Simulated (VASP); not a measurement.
The system is MoPt3.

```
Mo Pt
1.0
     3.97952    0.00000    0.00000
     0.00000    3.97952    0.00000
     0.00000    0.00000    3.97952
Mo Pt
1 3
Direct
  0.00000 0.00000 0.00000
  0.50000 0.50000 0.00000
  0.50000 0.00000 0.50000
  0.00000 0.50000 0.50000
```

Base run:

| Item | Value |
| --- | --- |
| Program | VASP 6.6.1 |
| Functional | PBEsol |
| Potentials or basis | VASP PAW PBE potentials, release 64 (Mo_sv, Pt) |
| Cutoff | 520 eV |
| k mesh | 10 × 10 × 10 |
| Occupations | gaussian, width 0.1 eV |
| Spin | collinear spin, ferromagnetic start |
| Starting moments | [0.5, 0.0, 0.0, 0.0] μB |

Its results: pressure -11.2 GPa; net moment 1.81 μB per cell; site moments Mo +1.33; Pt +0.11 μB.

Task: The run is repeated on the same cell with these changes: k mesh from 10 × 10 × 10 to 4 × 4 × 4; moments at the start from [0.5, 0.0, 0.0, 0.0] to [1.0, 0.0, 0.0, 0.0]. What comes out?

Result: Pressure -13.1 GPa; net moment 0.14 μB per cell; site moments Mo +0.11; Pt +0.01 μB.

Caveats: some runs use coarse meshes; the PAW data sets were made with another functional, which shifts forces and pressure a little.
